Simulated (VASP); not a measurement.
PbI2: relaxation of cell and atoms with PBE

The system is PbI2.

```
CELL_PARAMETERS angstrom
4.67795 0.00000 0.00000
-2.33897 4.05122 0.00000
0.00000 0.00000 7.69332
ATOMIC_POSITIONS crystal
Pb 0.00000 0.00000 0.00000
I 0.33333 0.66667 0.24122
I 0.66667 0.33333 0.75878
```

```
Program                : VASP 6.6.1
Task                   : relaxation of cell and atoms
Functional             : PBE
Potentials or basis    : VASP PAW PBE potentials, release 64 (Pb_d, I)
Cutoff                 : 500 eV
k mesh                 : 9 × 9 × 4
Occupations            : gaussian, width 0.01 eV
Spin                   : no spin polarisation
Dipole correction      : no
Further INCAR settings : ALGO = Normal; EDIFF = 1e-07; IBRION = 2; EDIFFG = -0.001; NSW = 80; ISIF = 3
```

```json
{
  "Relaxed volume": "49.28 Å³/atom",
  "Relaxed cell": "a = 4.672 Å, b = 4.672 Å, c = 7.822 Å, α = 90.00°, β = 90.00°, γ = 120.00°",
  "Space group after relaxing (to 0.1 Å)": "P-3m1 (No. 164)",
  "Energy gained by relaxing": "0.1 meV/atom",
  "Ionic steps": "22",
  "Pressure after relaxing": "0.0 GPa",
  "Band gap on the k mesh": "2.44 eV (least direct gap 2.55 eV)"
}
```

The path:
```csv
step,energy change (eV),largest force (eV/Å),pressure (GPa),volume (Å³)
1,0.0000,0.0006,0.00,145.80
2,0.0000,0.0015,0.00,145.81
3,0.0000,0.0041,0.00,145.83
4,-0.0001,0.0090,0.00,145.87
5,-0.0001,0.0071,0.00,145.86
6,-0.0001,0.0060,0.01,145.89
7,-0.0001,0.0025,0.02,145.99
8,-0.0002,0.0046,0.05,146.19
9,-0.0002,0.0046,0.05,146.20
10,-0.0002,0.0045,0.04,146.23
11,-0.0002,0.0044,0.04,146.30
12,-0.0002,0.0040,0.04,146.44
13,-0.0002,0.0032,0.03,146.72
14,-0.0003,0.0017,0.02,147.27
15,-0.0003,0.0010,-0.01,148.37
16,-0.0003,0.0003,0.00,147.92
17,-0.0003,0.0006,0.01,147.80
18,-0.0003,0.0003,0.00,147.87
19,-0.0003,0.0001,0.00,147.86
20,-0.0003,0.0016,0.00,147.82
21,-0.0003,0.0012,0.00,147.84
22,-0.0003,0.0005,0.00,147.85
```

Final structure:
```yaml
crystal:
  lattice:
    - [4.67194, 0.00000, 0.00000]
    - [-2.33597, 4.04602, 0.00000]
    - [0.00000, 0.00000, 7.82177]
  atoms:
    - { symbol: Pb, position: [0.00000, 0.00000, 0.00000] }
    - { symbol: I, position: [0.33333, 0.66667, 0.23782] }
    - { symbol: I, position: [0.66667, 0.33333, 0.76218] }
```

Levels at points of the mesh, in eV from the valence-band top:
```csv
k point,band 11,band 12,band 13,band 14,band 15,band 16,band 17,band 18
"(0.00, 0.00, 0.00)",-0.65,-0.61,-0.55,-0.55,2.57,3.46,3.46,6.06
"(0.00, 0.00, 0.50)",-0.77,-0.51,-0.51,-0.11,2.44,3.41,3.41,6.91
```

It took 15 min on 1 thread of Oxide Virtual Turin-like Processor, with other jobs on the host, peak memory 0.3 GiB.

Caveat: spin-orbit coupling is left out, which moves the levels of the heavy elements; this functional lacks dispersion, which binds layers or chains, so the pressure and a relaxed spacing across them are unreliable. PBE usually gives volumes a little too large and moduli too small.
